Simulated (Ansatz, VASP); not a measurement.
In2O3 in VASP and in Ansatz

```
In O
1.0
     2.72637    1.57407    4.80492
    -2.72637    1.57407    4.80492
     0.00000   -3.14814    4.80492
In O
4 6
Cartesian
  0.0000 0.0000 9.2624
  0.0000 0.0000 12.3597
  0.0000 0.0000 5.1523
  0.0000 0.0000 2.0550
  -1.9187 -0.1752 6.0062
  0.8076 1.7493 6.0062
  1.1111 -1.5741 6.0062
  1.9187 0.1752 8.4086
  -1.1111 1.5741 8.4086
  -0.8076 -1.7493 8.4086
```

Change from the starting cell: hydrostatic strain -1.0%.

Alike in both runs: task single point; functional PBE; k mesh 6 × 6 × 6; occupations fermi-dirac, width 0.02 eV; no spin polarisation.

|  | VASP | Ansatz |
| --- | --- | --- |
| version | VASP 6.6.1 | Ansatz 0.2.0 |
| potentials or method | VASP PAW PBE potentials, release 64 (In_d, O) | plane waves, PAW |
| plane-wave cutoff (eV) | 520 | 420 |
| valence electrons in the cell | 88 | 88 |

```tsv
	VASP	Ansatz	Ansatz less VASP
gap on the k mesh at the Fermi level (eV)	1.42	1.43	+0.008
pressure (GPa)	12.8	12.2	-0.56
traceless stress, the component that is largest in VASP (GPa)	-1.31	-1.19	+0.117
rms of the force components (eV/Å)	0.038	0.041	+0.0034
```

Atom by atom the forces differ by 0.006 eV/Å (rms over components).
